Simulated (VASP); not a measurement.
# KBr in VASP: settings compared, part 2 of 2

VASP 6.6.1. The steps go on from the part before.

**3. Single point, PBE (uniaxial z strain +1.5%)**

INCAR reads:

```
PREC = Accurate
ENCUT = 520
EDIFF = 1E-7
ISMEAR = 0
SIGMA = 0.01
LREAL = False
LASPH = True
NELM = 80
ALGO = Normal
ISIF = 2
LWAVE = False
LCHARG = True
GGA = PE
LELF = True
LVHAR = True
NBANDS = 15
```

KPOINTS reads:

```
Automatic mesh
0
Gamma
  4 4 4
```

POSCAR reads:

```
KBr
1.0
    0.0000000000      3.3022478065      3.3517815236
    3.3022478065      0.0000000000      3.3517815236
    3.3022478065      3.3022478065      0.0000000000
K Br
1 1
Direct
    0.0000000000      0.0000000000      0.0000000000
    0.5000000000      0.5000000000      0.5000000000
```

Potentials or basis: VASP PAW PBE potentials, release 64 (K_sv, Br).

On the command line:

```
cat potpaw_PBE.64/K_sv/POTCAR potpaw_PBE.64/Br/POTCAR > POTCAR
mpirun -np 1 vasp_std > vasp.out
```

Run time: 11 s. Hardware: 1 thread of Intel Xeon 6975P-C (Granite Rapids), shared host; peak memory 0.2 GiB.

It converged, with:

- Free energy: -6.2185 eV
- Pressure: 0.5 GPa
- Band gap on the k mesh: 4.39 eV, direct

Stress tensor (GPa, compression positive):
```
0.64 0.00 0.00
0.00 0.64 0.00
0.00 0.00 0.20
```

Levels at points of the mesh, in eV from the valence-band top:
```csv
k point,band 5,band 6,band 7,band 8,band 9,band 10,band 11,band 12
"(0.00, 0.00, 0.00)",-11.30,-0.01,0.00,0.00,4.39,7.54,7.63,7.63
"(0.50, 0.00, 0.00)",-11.05,-1.15,-0.32,-0.32,6.55,8.17,9.71,9.72
"(0.50, 0.50, 0.00)",-11.33,-0.81,-0.27,-0.27,5.89,7.12,9.31,9.36
"(0.50, 0.00, 0.50)",-11.33,-0.79,-0.29,-0.28,5.87,7.14,9.35,9.44
```

Caveat: the cell differs from its parent crystal (uniaxial z strain +1.5%).

**4. Single point, PBE**

This run uses another cell than the first one, of 36.01 Å³/atom, 0.990 times its volume.

INCAR reads:

```
  ALGO = Normal
  EDIFF = 1E-6
  ENCUT = 520
  GGA = PE
  ISIF = 2
  ISMEAR = -1
  LASPH = True
  LCHARG = True
  LELF = True
  LREAL = False
  LVHAR = True
  LWAVE = False
  NBANDS = 15
  NELM = 100
  PREC = Accurate
  SIGMA = 0.02
```

KPOINTS reads:

```
k-points
0
Gamma
  6 6 6
```

POSCAR reads:

```
KBr
1.0
    0.0000000000      3.3022478065      3.3022478065
    3.3022478065      0.0000000000      3.3022478065
    3.3022478065      3.3022478065      0.0000000000
K Br
1 1
Direct
    0.0000000000      0.0000000000      0.0000000000
    0.5000000000      0.5000000000      0.5000000000
```

Potentials or basis: VASP PAW PBE potentials, release 64 (K_sv, Br).

On the command line:

```
cat potpaw_PBE.64/K_sv/POTCAR potpaw_PBE.64/Br/POTCAR > POTCAR
mpirun -np 1 vasp_std > vasp.out
```

OUTCAR:

```text
EDIFF = 1E-6
   ENCUT = 520
   GGA = PE
   ISIF = 2
   ISMEAR = -1
   LASPH = True
   LREAL = False
   NELM = 100
   PREC = Accurate

 ion  position               nearest neighbor table
   1  0.000  0.000  0.000-   2 3.30   2 3.30   2 3.30   2 3.30   2 3.30   2 3.30
   2  0.500  0.500  0.500-   1 3.30   1 3.30   1 3.30   1 3.30   1 3.30   1 3.30

  LATTYP: Found a face centered cubic cell.
 ALAT       =     6.6044956130

  Lattice vectors:

[... 462 lines left out ...]

------------------------ aborting loop because EDIFF is reached ----------------------------------------

  FORCE on cell =-STRESS in cart. coord.  units (eV):
  Direction    XX          YY          ZZ          XY          YZ          ZX
  --------------------------------------------------------------------------------------
  -------------------------------------------------------------------------------------
  Total        0.3242250      0.3242250      0.3242250      0.0000000      0.0000000      0.0000000
  in kB        7.2127043      7.2127043      7.2127043      0.0000000      0.0000000      0.0000000
  external PRESSURE =       7.2127043 kB  Pullay stress =       0.0000000 kB

 VOLUME and BASIS-vectors are now :
 -----------------------------------------------------------------------------
  energy-cutoff  :      520.00
  volume of cell :       72.02
      direct lattice vectors                 reciprocal lattice vectors
     0.000000000  3.302247807  3.302247807    -0.151412017  0.151412017  0.151412017
     3.302247807  0.000000000  3.302247807     0.151412017 -0.151412017  0.151412017
     3.302247807  3.302247807  0.000000000     0.151412017  0.151412017 -0.151412017

 POSITION                                       TOTAL-FORCE (eV/Angst)
 -----------------------------------------------------------------------------------
      0.00000      0.00000      0.00000         0.000000      0.000000      0.000000
      3.30225      3.30225      3.30225        -0.000000     -0.000000     -0.000000
 -----------------------------------------------------------------------------------
    total drift:                                0.000000      0.000000      0.000000

  FREE ENERGIE OF THE ION-ELECTRON SYSTEM (eV)
  ---------------------------------------------------
  free  energy   TOTEN  =        -6.2157692214 eV

  energy  without entropy=       -6.2157692214  energy(sigma->0) =       -6.21576922
```

OSZICAR:

```text
N       E                     dE             d eps       ncg     rms          rms(c)
DAV:   1     0.104912340015E+03    0.10491E+03   -0.69933E+03   480   0.952E+02
DAV:   2     0.486522197778E+00   -0.10443E+03   -0.95294E+02   628   0.232E+02
DAV:   3    -0.619821327933E+01   -0.66847E+01   -0.66399E+01   669   0.522E+01
DAV:   4    -0.638739273701E+01   -0.18918E+00   -0.18916E+00   700   0.821E+00
DAV:   5    -0.638891621443E+01   -0.15235E-02   -0.15235E-02   683   0.818E-01    0.310E+00
DAV:   6    -0.621690393526E+01    0.17201E+00   -0.21852E-01   599   0.224E+00    0.226E+00
DAV:   7    -0.620567730169E+01    0.11227E-01   -0.10721E-01   648   0.176E+00    0.102E+00
DAV:   8    -0.621465789670E+01   -0.89806E-02   -0.11890E-02   553   0.793E-01    0.113E-01
DAV:   9    -0.621547287402E+01   -0.81498E-03   -0.83685E-04   620   0.177E-01    0.787E-02
DAV:  10    -0.621575025009E+01   -0.27738E-03   -0.27814E-04   508   0.960E-02    0.118E-02
DAV:  11    -0.621576738245E+01   -0.17132E-04   -0.26759E-05   629   0.294E-02    0.575E-03
DAV:  12    -0.621576911857E+01   -0.17361E-05   -0.42471E-06   514   0.135E-02    0.156E-03
DAV:  13    -0.621576922138E+01   -0.10281E-06   -0.11040E-07   499   0.191E-03
   1 F= -.62157692E+01 E0= -.62157692E+01  d E =-.699073E-13
```

stdout:

```text
POSCAR found type information on POSCAR K Br
 POSCAR found :  2 types and       2 ions
 scaLAPACK will be used
 LDA part: xc-table for (Slater+PW92), standard interpolation
 POSCAR, INCAR and KPOINTS ok, starting setup
 FFT: planning ... GRIDC
 FFT: planning ... GRID_SOFT
 FFT: planning ... GRID
 WAVECAR not read
 entering main loop
```

It took 9.7 s on 1 thread of Intel Xeon 6975P-C (Granite Rapids), shared host; peak memory 0.21 GiB.

What came out:

```yaml
Free_energy: -6.2158 eV
Pressure: 0.7 GPa
Band_gap_on_the_k_mesh: 4.43 eV, direct
```

**5. Single point, r2SCAN**

This run uses another cell than the first one, of 36.01 Å³/atom, 0.990 times its volume.

POSCAR is that of step 4.

INCAR.step1 reads:

```
SYSTEM = KBr
PREC = Accurate
ENCUT = 520
ISMEAR = 0
SIGMA = 0.01
LREAL = .False.
LASPH = .True.
NELM = 100
NBANDS = 15
GGA = PE
ALGO = Normal
EDIFF = 1E-4
LWAVE = .True.
LCHARG = .False.
```

INCAR.step2 reads:

```
SYSTEM = KBr
PREC = Accurate
ENCUT = 520
EDIFF = 1E-6
ISMEAR = 0
SIGMA = 0.01
LREAL = .False.
LASPH = .True.
NELM = 100
ALGO = Normal
ISIF = 2
LWAVE = .False.
LCHARG = .False.
METAGGA = R2SCAN
LMIXTAU = .True.
NBANDS = 15
ISTART = 1
```

KPOINTS reads:

```
Automatic mesh
0
Gamma
  6 6 6
  0 0 0
```

On the command line:

```
cat potpaw_PBE.64/K_sv/POTCAR potpaw_PBE.64/Br/POTCAR > POTCAR
cp INCAR.step1 INCAR
mpirun -np 1 vasp_std > vasp.out
cp INCAR.step2 INCAR
mpirun -np 1 vasp_std > vasp.out
```

Wall time 44 s (1 thread of Intel Xeon 6975P-C (Granite Rapids), shared host); peak memory 0.22 GiB.

The run converged. Its results:

```yaml
Free_energy: -23.2487 eV
Pressure: 0.0 GPa
Band_gap_on_the_k_mesh: 5.07 eV, direct
```

Levels at points of the mesh, in eV from the valence-band top:
```tsv
k point	band 5	band 6	band 7	band 8	band 9	band 10	band 11	band 12
(0.00, 0.00, 0.00)	-11.59	0.00	0.00	0.00	5.07	8.24	8.24	8.24
(0.50, 0.00, 0.00)	-11.35	-1.16	-0.33	-0.33	7.13	8.86	10.53	10.53
(0.50, 0.50, 0.00)	-11.63	-0.82	-0.29	-0.29	6.36	8.02	10.12	10.21
```

Caveat: the PAW data sets were made with another functional, which shifts forces and pressure a little.

**6. Summary**

| level | cell | k mesh | smearing | gap on the mesh (eV) | pressure (GPa) |
| --- | --- | --- | --- | --- | --- |
| PBE | a = 4.670, b = 4.693, c = 4.693 Å, angles 59.7, 60.2, 60.2°, 2 atoms | 4 × 4 × 4 | gaussian 0.01 eV | 4.40 | 0.6 |
| PBE | a = 4.705, b = 4.705, c = 4.670 Å, angles 60.2, 60.2, 59.5°, 2 atoms | 4 × 4 × 4 | gaussian 0.01 eV | 4.39 | 0.5 |
| PBE | a = 4.670 Å, angles 60.0°, 2 atoms | 6 × 6 × 6 | fermi-dirac 0.02 eV | 4.43 | 0.7 |
| r2SCAN | a = 4.670 Å, angles 60.0°, 2 atoms | 6 × 6 × 6 | gaussian 0.01 eV | 5.07 | 0.0 |

Alike in all rows: task single point; potentials or basis VASP PAW PBE potentials, release 64 (K_sv, Br); no spin polarisation; cutoff (eV) 520.

Caveats: the PAW data sets were made with another functional, which shifts forces and pressure a little (some runs).

Total energies depend on the potentials used, so only differences within one code and one set of settings carry meaning.
